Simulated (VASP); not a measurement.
A run of VASP 6.6.1 is set up as follows.

The input INCAR:

```
SYSTEM = Be3Fe
  ALGO = Normal
  EDIFF = 1E-6
  ENCUT = 520
  GGA = CA
  ISIF = 2
  ISMEAR = 1
  ISPIN = 2
  LASPH = .True.
  LCHARG = .False.
  LMAXMIX = 4
  LORBIT = 11
  LREAL = .False.
  LWAVE = .False.
  MAGMOM = -0.02 -0.02 -0.02 0.95
  NBANDS = 19
  NELM = 150
  NUPDOWN = 0.8
  PREC = Accurate
  SIGMA = 0.15
```

File KPOINTS:

```
k-points
0
Gamma
  9 9 9
  0 0 0
```

POSCAR

```
Be3Fe
1.0
    3.2390011100      0.0000000000      0.0000000000
    0.0000000000      3.2390011100      0.0000000000
    0.0000000000      0.0000000000      3.2390011100
Be Fe
3 1
Direct
    0.0000000000      0.5000000000      0.5000000000
    0.5000000000      0.0000000000      0.5000000000
    0.5000000000      0.5000000000      0.0000000000
    0.0000000000      0.0000000000      0.0000000000
```

Potentials or basis: VASP PAW LDA potentials, release 64 (Be, Fe).

Launch:

```sh
$ cat potpaw_LDA.64/Be/POTCAR potpaw_LDA.64/Fe/POTCAR > POTCAR
$ mpirun -np 1 vasp_std > vasp.out
```

Estimate the pressure.

-10.2 GPa.

Caveat: the total moment is fixed, so each spin has its own Fermi level.
